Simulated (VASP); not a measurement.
# Au (Fd-3m) in VASP: a series of runs, part 2 of 2

VASP 6.6.1. The steps go on from the part before.

### Step 4. Single point, PBE (volume scaled by 0.5)

INCAR reads:

```
SYSTEM = Au
PREC = Accurate ; ENCUT = 520
EDIFF = 1E-6 ; ISMEAR = -1
SIGMA = 0.05 ; LREAL = .FALSE.
LASPH = .TRUE. ; NELM = 60
ALGO = Normal ; ISIF = 2
LWAVE = .FALSE. ; LCHARG = .TRUE.
GGA = PE ; LELF = .TRUE.
LVHAR = .TRUE. ; NBANDS = 18
```

KPOINTS reads:

```
regular mesh
0
G
  12 12 12
  0 0 0
```

POSCAR reads:

```
Au
1.0
    0.0000000000      2.4457647097      2.4457647097
    2.4457647097      0.0000000000      2.4457647097
    2.4457647097      2.4457647097      0.0000000000
Au
2
Direct
   -0.1250000000     -0.1250000000     -0.1250000000
    0.1250000000      0.1250000000      0.1250000000
```

Potentials or basis: VASP PAW PBE potentials, release 64 (Au).

Command:

```bash
$ cat potpaw_PBE.64/Au/POTCAR > POTCAR
$ mpirun -np 1 vasp_std > vasp.out
```

OUTCAR:

```text
SYSTEM = Au
   PREC = Accurate
   ENCUT = 520
   EDIFF = 1E-6
   ISMEAR = -1
   LREAL = .FALSE.
   LASPH = .TRUE.
   NELM = 60
   ISIF = 2
   GGA = PE

 ion  position               nearest neighbor table
   1  0.875  0.875  0.875-   2 2.12   2 2.12   2 2.12   2 2.12
   2  0.125  0.125  0.125-   1 2.12   1 2.12   1 2.12   1 2.12

  LATTYP: Found a face centered cubic cell.
 ALAT       =     4.8915294194

  Lattice vectors:

 A1 = (   0.0000000000,   2.4457647097,   2.4457647097)
 A2 = (   2.4457647097,   0.0000000000,   2.4457647097)
 A3 = (   2.4457647097,   2.4457647097,   0.0000000000)

Analysis of symmetry for initial positions (statically):
=====================================================================
 Subroutine PRICEL returns:
 Original cell was already a primitive cell.

 Routine SETGRP: Setting up the symmetry group for a
 face centered cubic supercell.

 Subroutine GETGRP returns: Found 48 space group operations
 (whereof 12 operations were pure point group operations)
 out of a pool of 48 trial point group operations.

[... 155 lines left out ...]

 Free energy of the ion-electron system (eV)
  ---------------------------------------------------
  ext. energy  EPLUGINS =         0.00000000
  ---------------------------------------------------
  free energy    TOTEN  =         5.93927696 eV

  energy without entropy =        5.94680926  energy(sigma->0) =        5.94304311

 E-fermi :  12.8426     XC(G=0): -13.2430

 val. band max:       12.8259645876   @ k =  -0.4167   0.1667   0.0833
 cond. band min:      12.8539552031   @ k =  -0.4167   0.3333   0.0000
 fundamental gap:      0.0279906155
 Fermi energy:        12.8426333611

 k-point     1 :       0.0000    0.0000    0.0000
  band No.  band energies     occupation
      1       0.9127      2.00000
      2       3.1685      2.00000
      3       3.1685      2.00000
      4       4.0287      2.00000
      5       4.0287      2.00000
      6       4.0287      2.00000
[... 481 lines left out ...]
      5       4.5370      2.00000
      6       4.8385      2.00000
[... 10 lines left out ...]
     17      29.6333      0.00000
     18      31.4279      0.00000

 [... further k-points ...]
[... 5 lines left out ...]
  --------------------------------------------------------------------------------------
  -------------------------------------------------------------------------------------
  Total       44.1881115     44.1881115     44.1881115     -0.0000000     -0.0000000      0.0000000
  in kB     2419.5912503   2419.5912503   2419.5912503     -0.0000000     -0.0000000      0.0000000
  external PRESSURE =    2419.5912503 kB  Pullay stress =       0.0000000 kB

 VOLUME and BASIS-vectors are now :
 -----------------------------------------------------------------------------
  energy-cutoff  :      520.00
  volume of cell :       29.26
      direct lattice vectors                 reciprocal lattice vectors
     0.000000000  2.445764710  2.445764710    -0.204435037  0.204435037  0.204435037
     2.445764710  0.000000000  2.445764710     0.204435037 -0.204435037  0.204435037
     2.445764710  2.445764710  0.000000000     0.204435037  0.204435037 -0.204435037

 POSITION                                       TOTAL-FORCE (eV/Angst)
 -----------------------------------------------------------------------------------
      4.28009      4.28009      4.28009         0.000000      0.000000      0.000000
      0.61144      0.61144      0.61144        -0.000000     -0.000000     -0.000000
 -----------------------------------------------------------------------------------
    total drift:                                0.000000     -0.000000     -0.000000

  FREE ENERGIE OF THE ION-ELECTRON SYSTEM (eV)
  ---------------------------------------------------
  free  energy   TOTEN  =         5.9392769561 eV

  energy  without entropy=        5.9468092589  energy(sigma->0) =        5.94304311
```

It took 30 s on 1 thread of Intel Xeon Platinum 8259CL at 2.50GHz (Skylake/Cascade Lake), shared host; peak memory 0.18 GiB.

What came out:

```
Free energy            : 5.9393 eV
Pressure               : 242.0 GPa
Band gap on the k mesh : zero (band 11 reaches 13.55 eV, above the bottom of band 12 at 12.77 eV)
```

Caveat: spin-orbit coupling is left out, which moves the levels of the heavy elements.

### Step 5. Single point, PBE (volume scaled by 0.5)

INCAR reads:

```
PREC     = Accurate       # precision mode
ENCUT    = 520            # plane-wave cutoff, eV
EDIFF    = 1E-6           # SCF threshold, eV
ISMEAR   = -1             # smearing method
SIGMA    = 0.05           # smearing width, eV
LREAL    = False          # projectors in reciprocal space
LASPH    = True           # aspherical terms in the spheres
NELM     = 100            # most SCF steps
ALGO     = Normal         # electronic algorithm
ISIF     = 2              # what is computed and relaxed
LWAVE    = False          # write WAVECAR
LCHARG   = False          # write CHGCAR
GGA      = PE             # functional
NBANDS   = 18             # bands
```

KPOINTS reads:

```
Automatic mesh
0
Gamma
  12 12 12
```

POSCAR is that of step 4.

Potentials or basis: VASP PAW PBE potentials, release 64 (Au).

Command:

```bash
$ cat potpaw_PBE.64/Au/POTCAR > POTCAR
$ mpirun -np 1 vasp_std > vasp.out
```

OUTCAR:

```text
PREC = Accurate
   ENCUT = 520
   EDIFF = 1E-6
   ISMEAR = -1
   LREAL = False
   LASPH = True
   NELM = 100
   ISIF = 2
   GGA = PE

 ion  position               nearest neighbor table
   1  0.875  0.875  0.875-   2 2.12   2 2.12   2 2.12   2 2.12
   2  0.125  0.125  0.125-   1 2.12   1 2.12   1 2.12   1 2.12

  LATTYP: Found a face centered cubic cell.
 ALAT       =     4.8915294194

  Lattice vectors:

 A1 = (   0.0000000000,   2.4457647097,   2.4457647097)
 A2 = (   2.4457647097,   0.0000000000,   2.4457647097)
 A3 = (   2.4457647097,   2.4457647097,   0.0000000000)

Analysis of symmetry for initial positions (statically):
=====================================================================
 Subroutine PRICEL returns:
 Original cell was already a primitive cell.

 Routine SETGRP: Setting up the symmetry group for a
 face centered cubic supercell.

 Subroutine GETGRP returns: Found 48 space group operations
 (whereof 12 operations were pure point group operations)
 out of a pool of 48 trial point group operations.

The static configuration has the point symmetry D_3d.
 The point group associated with its full space group is O_h .

Analysis of symmetry for dynamics (positions and initial velocities):
=====================================================================
 Subroutine PRICEL returns:
 Original cell was already a primitive cell.

 Routine SETGRP: Setting up the symmetry group for a
 face centered cubic supercell.

 Subroutine GETGRP returns: Found 48 space group operations
 (whereof 12 operations were pure point group operations)
 out of a pool of 48 trial point group operations.

The dynamic configuration has the point symmetry D_3d.
 The point group associated with its full space group is O_h .

 Subroutine INISYM returns: Found 48 space group operations
 (whereof 12 operations are pure point group operations),
[... 105 lines left out ...]
   TEBEG  =    0.0;   TEEND  =   0.0 temperature during run
   PSTRESS=    0.0 pullay stress
   NELECT =      22.0000    total number of electrons
   NUPDOWN=      -1.0000    fix difference up-down
   EMIN   =  10.00;   EMAX   =-10.00  energy-range for DOS
   EFERMI =   0.00;   METHOD = LEGACY
   ISMEAR =    -1;   SIGMA  =   0.05  broadening in eV -4-tet -1-fermi 0-gaus
   EFERMI_NEDOS =   21; number of points for ismear=-14 and -15
   IALGO  =     38    algorithm
   IMIX   =      4    mixing-type and parameters
     AMIX     =   0.40;   BMIX     =  1.00
     AMIX_MAG =   1.60;   BMIX_MAG =  1.00
  volume/ion in A,a.u.               =      14.63        98.73
  Fermi-wavevector in a.u.,A,eV,Ry     =   1.488645  2.813131 30.151368  2.216063
  Thomas-Fermi vector in A             =   2.601653
   LORBIT       =      0    0 simple, 1 ext, 2 COOP (PROOUT), +10 PAW based schemes
   GGA     = PE    functional components
   LHFCALC =     F    Hartree Fock is set to
   AEXX    =    0.0000 exact exchange contribution
   IVDW    =     0    specifies the selected vdW correction
   LEPSILON=     F    determine dielectric tensor
   LRPA    =     F    only Hartree local field effects (RPA)
 non-spin polarized calculation
  energy-cutoff  :      520.00
  volume of cell :       29.26
 maximum number of plane-waves:       817
 NGX is ok and might be reduce to    28
   NGX = 13   NGY = 13   NGZ = 13

 number of electron      21.9999999 magnetization

 Free energy of the ion-electron system (eV)
  ---------------------------------------------------
  ext. energy  EPLUGINS =         0.00000000
  ---------------------------------------------------
  free energy    TOTEN  =         5.93927696 eV

  energy without entropy =        5.94680926  energy(sigma->0) =        5.94304311

 E-fermi :  12.8426     XC(G=0): -13.2430

 val. band max:       12.8259645876   @ k =  -0.4167   0.1667   0.0833
 cond. band min:      12.8539552031   @ k =  -0.4167   0.3333   0.0000
 fundamental gap:      0.0279906155
 Fermi energy:        12.8426333611

 k-point     1 :       0.0000    0.0000    0.0000
  band No.  band energies     occupation
      1       0.9127      2.00000
      2       3.1685      2.00000
      3       3.1685      2.00000
      4       4.0287      2.00000
      5       4.0287      2.00000
      6       4.0287      2.00000
[... 481 lines left out ...]
      5       4.5370      2.00000
      6       4.8385      2.00000
[... 10 lines left out ...]
     17      29.6333      0.00000
     18      31.4279      0.00000

 [... further k-points ...]
[... 5 lines left out ...]
  --------------------------------------------------------------------------------------
  -------------------------------------------------------------------------------------
  Total       44.1881115     44.1881115     44.1881115     -0.0000000     -0.0000000      0.0000000
  in kB     2419.5912503   2419.5912503   2419.5912503     -0.0000000     -0.0000000      0.0000000
  external PRESSURE =    2419.5912503 kB  Pullay stress =       0.0000000 kB

 VOLUME and BASIS-vectors are now :
 -----------------------------------------------------------------------------
  energy-cutoff  :      520.00
  volume of cell :       29.26
      direct lattice vectors                 reciprocal lattice vectors
     0.000000000  2.445764710  2.445764710    -0.204435037  0.204435037  0.204435037
     2.445764710  0.000000000  2.445764710     0.204435037 -0.204435037  0.204435037
     2.445764710  2.445764710  0.000000000     0.204435037  0.204435037 -0.204435037

 POSITION                                       TOTAL-FORCE (eV/Angst)
 -----------------------------------------------------------------------------------
      4.28009      4.28009      4.28009         0.000000      0.000000      0.000000
      0.61144      0.61144      0.61144        -0.000000     -0.000000     -0.000000
 -----------------------------------------------------------------------------------
    total drift:                                0.000000     -0.000000     -0.000000

  FREE ENERGIE OF THE ION-ELECTRON SYSTEM (eV)
  ---------------------------------------------------
  free  energy   TOTEN  =         5.9392769561 eV

  energy  without entropy=        5.9468092589  energy(sigma->0) =        5.94304311
```

stdout:

```text
POSCAR found type information on POSCAR Au
 POSCAR found :  1 types and       2 ions
 scaLAPACK will be used
 LDA part: xc-table for (Slater+PW92), standard interpolation
 POSCAR, INCAR and KPOINTS ok, starting setup
 FFT: planning ... GRIDC
 FFT: planning ... GRID_SOFT
 FFT: planning ... GRID
 WAVECAR not read
 entering main loop
```

Run time: 29 s. Hardware: 1 thread of Intel Xeon Platinum 8259CL at 2.50GHz (Skylake/Cascade Lake), shared host; peak memory 0.18 GiB.

What came out:

```yaml
Free_energy: 5.9393 eV
Pressure: 242.0 GPa
Band_gap_on_the_k_mesh: zero (band 11 reaches 13.55 eV, above the bottom of band 12 at 12.77 eV)
```

Caveat: spin-orbit coupling is left out, which moves the levels of the heavy elements.
